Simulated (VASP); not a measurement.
# ZnRe (P-6m2) in VASP: single point with revPBE

Aim: the single point of ZnRe with revPBE.

All numbers are computed with VASP 6.6.1; they aren't measurements. Logs are shortened: lines on timing, memory, paths and dates and some standing lists are left out, and cuts for length are marked.

### 1 The cell of the first run

It takes space group P-6m2 (No. 187, hexagonal). The conventional cell has a = 2.743 Å, b = 2.743 Å, c = 4.477 Å, α = 90.00°, β = 90.00°, γ = 120.00°. Zn (site symmetry -6m2) has 6 Re at 2.74 Å and 6 Zn at 2.74 Å within 3.6 Å. Re (site symmetry -6m2) has 6 Zn at 2.74 Å and 6 Re at 2.74 Å within 3.6 Å.

### 2 Single point, revPBE

Contents of INCAR:

```
PREC = Accurate
ENCUT = 560
EDIFF = 1E-6
ISMEAR = 0
SIGMA = 0.1
LREAL = F
LASPH = T
NELM = 120
ALGO = Normal
ISIF = 2
LWAVE = F
LCHARG = T
GGA = RE
LELF = T
LVHAR = T
NBANDS = 20
GGA_COMPAT = F
```

Contents of KPOINTS:

```
regular mesh
0
Gamma
  24 24 12
```

Contents of POSCAR:

```
ZnRe
1.0
    2.7431120854      0.0000000000      0.0000000000
   -1.3715560427      2.3756047514      0.0000000000
    0.0000000000      0.0000000000      4.4773604783
Zn Re
1 1
Direct
    0.0000000000      0.0000000000      0.0000000000
    0.3333333333      0.6666666667      0.5000000000
```

Potentials or basis: VASP PAW PBE potentials, release 64 (Zn, Re_sv_GW).

On the command line:

```console
> cat potpaw_PBE.64/Zn/POTCAR potpaw_PBE.64/Re_sv_GW/POTCAR > POTCAR
> mpirun -np 1 vasp_std > vasp.out
```

OUTCAR:

```text
PREC = Accurate
   ENCUT = 560
   EDIFF = 1E-6
   ISMEAR = 0
   LREAL = F
   LASPH = T
   NELM = 120
   ISIF = 2
   GGA = RE

 ion  position               nearest neighbor table
   1  0.000  0.000  0.000-   2 2.74   2 2.74   2 2.74   2 2.74   2 2.74   2 2.74
   2  0.333  0.667  0.500-   1 2.74   1 2.74   1 2.74   1 2.74   1 2.74   1 2.74

  LATTYP: Found a hexagonal cell.
 ALAT       =     2.7431120854
 C/A-ratio  =     1.6322192965

  Lattice vectors:

 A1 = (   2.7431120854,   0.0000000000,   0.0000000000)
 A2 = (  -1.3715560427,   2.3756047514,   0.0000000000)
 A3 = (   0.0000000000,   0.0000000000,   4.4773604783)

Analysis of symmetry for initial positions (statically):
=====================================================================
 Subroutine PRICEL returns:
 Original cell was already a primitive cell.

 Routine SETGRP: Setting up the symmetry group for a
 hexagonal supercell.

 Subroutine GETGRP returns: Found 12 space group operations
 (whereof 12 operations were pure point group operations)
 out of a pool of 24 trial point group operations.

The static configuration has the point symmetry D_3h.

Analysis of symmetry for dynamics (positions and initial velocities):
=====================================================================
 Subroutine PRICEL returns:
 Original cell was already a primitive cell.

 Routine SETGRP: Setting up the symmetry group for a
 hexagonal supercell.

 Subroutine GETGRP returns: Found 12 space group operations
 (whereof 12 operations were pure point group operations)
 out of a pool of 24 trial point group operations.

The dynamic configuration has the point symmetry D_3h.

 Subroutine INISYM returns: Found 12 space group operations
 (whereof 12 operations are pure point group operations),
 and found     1 'primitive' translations

----------------------------------------------------------------------------------------

                                     Primitive cell

  volume of cell :      29.1769

  direct lattice vectors                    reciprocal lattice vectors
     2.743112085  0.000000000  0.000000000     0.364549449  0.210472723  0.000000000
    -1.371556043  2.375604751  0.000000000     0.000000000  0.420945445  0.000000000
     0.000000000  0.000000000  4.477360478     0.000000000  0.000000000  0.223345876
[... 78 lines left out ...]
   ISPIN  =      1    spin polarized calculation?
   LNONCOLLINEAR =      F non collinear calculations
   LSORBIT =      F    spin-orbit coupling
   LASPH  =      T    aspherical Exc in radial PAW
   ENCUT  =  560.0 eV  41.16 Ry    6.42 a.u.   5.29  5.29  8.64*2*pi/ulx,y,z
   NELM   =    120;   NELMIN=  2; NELMDL= -5     # of ELM steps
   EDIFF  = 0.1E-05   stopping-criterion for ELM
   LREAL  =      F    real-space projection
   EDIFFG = 0.1E-04   stopping-criterion for IOM
   NSW    =      0    number of steps for IOM
   IBRION =     -1    ionic relax: 0-MD 1-quasi-New 2-CG
   NFREE  =      0    steps in history (QN), initial steepest desc. (CG)
   ISIF   =      2    stress and relaxation
   ISYM   =      2    0-nonsym 1-usesym 2-fastsym
   POTIM  = 0.5000    time-step for ionic-motion
   TEBEG  =    0.0;   TEEND  =   0.0 temperature during run
   PSTRESS=    0.0 pullay stress
   NELECT =      27.0000    total number of electrons
   NUPDOWN=      -1.0000    fix difference up-down
   EMIN   =  10.00;   EMAX   =-10.00  energy-range for DOS
   EFERMI =   0.00;   METHOD = LEGACY
   ISMEAR =     0;   SIGMA  =   0.10  broadening in eV -4-tet -1-fermi 0-gaus
   EFERMI_NEDOS =   21; number of points for ismear=-14 and -15
   IALGO  =     38    algorithm
   IMIX   =      4    mixing-type and parameters
     AMIX     =   0.40;   BMIX     =  1.00
     AMIX_MAG =   1.60;   BMIX_MAG =  1.00
  volume/ion in A,a.u.               =      14.59        98.45
  Fermi-wavevector in a.u.,A,eV,Ry     =   1.595326  3.014729 34.627719  2.545066
  Thomas-Fermi vector in A             =   2.693262
   LORBIT       =      0    0 simple, 1 ext, 2 COOP (PROOUT), +10 PAW based schemes
   GGA     = RE    functional components
   LHFCALC =     F    Hartree Fock is set to
   AEXX    =    0.0000 exact exchange contribution
   IVDW    =     0    specifies the selected vdW correction
   LEPSILON=     F    determine dielectric tensor
   LRPA    =     F    only Hartree local field effects (RPA)
 non-spin polarized calculation
 Gauss-broadening in eV      SIGMA  =   0.10
  energy-cutoff  :      560.00
  volume of cell :       29.18
 maximum number of plane-waves:       889
 NGX is ok and might be reduce to    24
   NGX = 11   NGY = 11   NGZ = 17

 number of electron      27.0000014 magnetization

 Free energy of the ion-electron system (eV)
  ---------------------------------------------------
  ext. energy  EPLUGINS =         0.00000000
  ---------------------------------------------------
  free energy    TOTEN  =       -13.85850588 eV

  energy without entropy =      -13.85222337  energy(sigma->0) =      -13.85536462

 E-fermi :   8.2981     XC(G=0): -13.0124

 val. band max:        8.2938027974   @ k =   0.3750   0.1250   0.0833
 cond. band min:       8.3016958355   @ k =   0.2500   0.0417   0.4167
 fundamental gap:      0.0078930381
 Fermi energy:         8.2981049126

 k-point     1 :       0.0000    0.0000    0.0000
  band No.  band energies     occupation
      1     -71.9074      2.00000
      2     -33.8550      2.00000
      3     -33.1871      2.00000
      4     -33.1871      2.00000
      5      -2.0098      2.00000
      6       0.3665      2.00000
[... 541 lines left out ...]
     19      17.7954      0.00000
     20      20.1839      0.00000

 [... further k-points ...]

------------------------ aborting loop because EDIFF is reached ----------------------------------------

  FORCE on cell =-STRESS in cart. coord.  units (eV):
  Direction    XX          YY          ZZ          XY          YZ          ZX
  --------------------------------------------------------------------------------------
  -------------------------------------------------------------------------------------
  Total        0.3867256      0.3867256      0.4872057      0.0000000     -0.0000000      0.0000000
  in kB       21.2360456     21.2360456     26.7536586      0.0000000     -0.0000000      0.0000000
  external PRESSURE =      23.0752499 kB  Pullay stress =       0.0000000 kB

 VOLUME and BASIS-vectors are now :
 -----------------------------------------------------------------------------
  energy-cutoff  :      560.00
  volume of cell :       29.18
      direct lattice vectors                 reciprocal lattice vectors
     2.743112085  0.000000000  0.000000000     0.364549449  0.210472723  0.000000000
    -1.371556043  2.375604751  0.000000000     0.000000000  0.420945445  0.000000000
     0.000000000  0.000000000  4.477360478     0.000000000  0.000000000  0.223345876

 POSITION                                       TOTAL-FORCE (eV/Angst)
 -----------------------------------------------------------------------------------
      0.00000      0.00000      0.00000         0.000000     -0.000000      0.000000
     -0.00000      1.58374      2.23868        -0.000000      0.000000      0.000000
 -----------------------------------------------------------------------------------
    total drift:                                0.000001     -0.000000     -0.000000

  FREE ENERGIE OF THE ION-ELECTRON SYSTEM (eV)
  ---------------------------------------------------
  free  energy   TOTEN  =       -13.8585058768 eV

  energy  without entropy=      -13.8522233677  energy(sigma->0) =      -13.85536462
```

Wall time 4.9 min (1 thread of Intel Xeon Platinum 8375C at 2.90GHz (Ice Lake), shared host); peak memory 0.41 GiB.

What came out:

| Property | Result |
| --- | --- |
| Free energy | -13.8585 eV |
| Pressure | 2.3 GPa |
| Band gap on the k mesh | zero (an odd number of electrons rules out a gap without spin polarisation) |

Caveat: the PAW data sets were made with another functional, which shifts forces and pressure a little; spin-orbit coupling is left out, which moves the levels of the heavy elements.
